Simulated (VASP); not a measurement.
Here is a VASP 6.6.1 calculation.

The input INCAR:

```
  PREC = Accurate
  ENCUT = 520
  EDIFF = 1E-6
  ISMEAR = 0
  SIGMA = 0.15
  LREAL = F
  LASPH = T
  NELM = 80
  ALGO = Normal
  ISIF = 2
  LWAVE = F
  LCHARG = F
  GGA = PE
  IVDW = 12
  NBANDS = 11
```

File KPOINTS:

```
regular mesh
0
Gamma
  21 21 12
```

POSCAR

```
C
1.0
    2.4851167323      0.0000000000      0.0000000000
   -1.2425583661      2.1521742215      0.0000000000
    0.0000000000      0.0000000000      3.6016171223
C
2
Direct
    0.3473884222      0.6947768445      0.0000000000
    0.6526115778      0.3052231555      0.0000000000
```

Potentials or basis: VASP PAW PBE potentials, release 64 (C).

Command:

```bash
$ cat potpaw_PBE.64/C/POTCAR > POTCAR
$ mpirun -np 1 vasp_std > vasp.out
```

(1) Predict the largest force.

(2) What does it give for the dispersion energy per atom?

(3) Predict the pressure.

(4) Predict the band gap on the k mesh.

Results:

(1) 6.992 eV/Å.

(2) -0.143 eV.

(3) 0.5 GPa.

(4) zero (bands 4 and 5 overlap by 0.80 eV).

Caveat: the cell differs from its parent crystal (atoms displaced along a vibrational mode, the cell strained); forces of over 1 eV/Å act on the atoms, so gaps and moduli don't describe the material at rest.
